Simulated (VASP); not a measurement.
Here is a VASP 6.6.1 calculation.

File INCAR:

```
  PREC = Accurate
  ENCUT = 520
  EDIFF = 1E-7
  ISMEAR = 0
  SIGMA = 0.2
  LREAL = False
  LASPH = True
  NELM = 60
  ALGO = Normal
  ISIF = 2
  LWAVE = False
  LCHARG = False
  GGA = PE
  NBANDS = 37
```

The input KPOINTS:

```
regular mesh
0
Gamma
  4 4 3
```

The input POSCAR:

```
MgZn4O
1.0
    4.8565453831      0.0000000031      0.0000000000
   -2.4282726942      4.2058916749      0.0000000000
    0.0000000000      0.0000000000      5.1773172743
Mg Zn O
1 4 1
Direct
    0.0000000000      0.0000000000     -0.1262583676
    0.8327419382      0.1672580618      0.3736748081
    0.8327419382      0.6654838764      0.3736748081
    0.3345161236      0.1672580618      0.3736748081
    0.6666666667      0.3333333333      0.8725485848
    0.3333333333      0.6666666667      0.3729244485
```

Potentials or basis: VASP PAW PBE potentials, release 64 (Mg, Zn, O).

Command:

```sh
$ cat potpaw_PBE.64/Mg/POTCAR potpaw_PBE.64/Zn/POTCAR potpaw_PBE.64/O/POTCAR > POTCAR
$ mpirun -np 1 vasp_std > vasp.out
```

Task: Estimate the pressure.

Result: 0.2 GPa.

Task: Estimate the band gap on the k mesh.

Result: Zero (band 28 reaches 2.66 eV, above the bottom of band 29 at 1.80 eV).

Forces in eV/Å, atoms in the order of the input:
```
Mg   0.000  0.000  0.005
Zn  -0.003  0.002 -0.007
Zn   0.000 -0.004 -0.007
Zn   0.003  0.002 -0.007
Zn   0.000  0.000  0.010
O    0.000  0.000  0.005
```

Caveat: the k points lie up to 0.40 Å⁻¹ apart.
